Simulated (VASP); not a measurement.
A run of VASP 6.6.1 is set up as follows.

The input INCAR:

```
SYSTEM = Mn
  PREC = Accurate
  ENCUT = 600
  EDIFF = 1E-6
  ISMEAR = -1
  SIGMA = 0.05
  LREAL = .False.
  LASPH = .True.
  NELM = 150
  ALGO = Normal
  ISIF = 3
  LWAVE = .False.
  LCHARG = .False.
  ISPIN = 2
  MAGMOM = 3 -3
  LORBIT = 11
  LMAXMIX = 4
  GGA = RP
  IBRION = 2
  NSW = 80
  EDIFFG = -0.01
```

Contents of KPOINTS:

```
regular mesh
0
Gamma
  11 11 11
  0 0 0
```

The input POSCAR:

```
Mn
1.0
    0.0000000000      2.5125686141      2.5125686141
    2.5125686141      0.0000000000      2.5125686141
    2.5125686141      2.5125686141      0.0000000000
Mn
2
Direct
    0.1250000000      0.1250000000      0.1250000000
    0.8750000000      0.8750000000      0.8750000000
```

Potentials or basis: VASP PAW PBE potentials, release 64 (Mn_pv).

Launch:

```console
$ cat potpaw_PBE.64/Mn_pv/POTCAR > POTCAR
$ mpirun -np 1 vasp_std > vasp.out
```

(1) Predict the net moment.

(2) Estimate the space group after relaxing (to 0.05 Å).

(3) What does it give for the band gap on the k mesh?

## Answers

(1) 0.00 μB per cell.

(2) Fd-3m (No. 227).

(3) zero (filled and empty bands touch).
